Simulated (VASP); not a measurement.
Input of a VASP 6.6.1 run:

File INCAR:

```
SYSTEM = Rb
PREC = Accurate
ENCUT = 600
EDIFF = 1E-6
ISMEAR = -1
SIGMA = 0.08
LREAL = .FALSE.
LASPH = .TRUE.
NELM = 60
ALGO = Normal
ISIF = 3
LWAVE = .FALSE.
LCHARG = .FALSE.
IBRION = 2
NSW = 32
EDIFFG = -0.005
PSTRESS = 42.0
```

KPOINTS

```
regular mesh
0
G
  12 12 12
  0 0 0
```

File POSCAR:

```
Rb
1.0
   -2.2772336151      2.2772336151      2.2772336151
    2.2772336151     -2.2772336151      2.2772336151
    2.2772336151      2.2772336151     -2.2772336151
Rb
1
Direct
    0.0000000000      0.0000000000      0.0000000000
```

Potentials or basis: VASP PAW LDA potentials, release 64 (Rb_sv).

Launch:

```sh
$ cat potpaw_LDA.64/Rb_sv/POTCAR > POTCAR
$ mpirun -np 1 vasp_std > vasp.out
```

Q: Predict the band gap on the k mesh.

A: Zero (an odd number of electrons rules out a gap without spin polarisation).

Final structure:
```
CELL_PARAMETERS angstrom
-2.27723 2.27723 2.27723
2.27723 -2.27723 2.27723
2.27723 2.27723 -2.27723
ATOMIC_POSITIONS crystal
Rb 0.00000 0.00000 0.00000
```
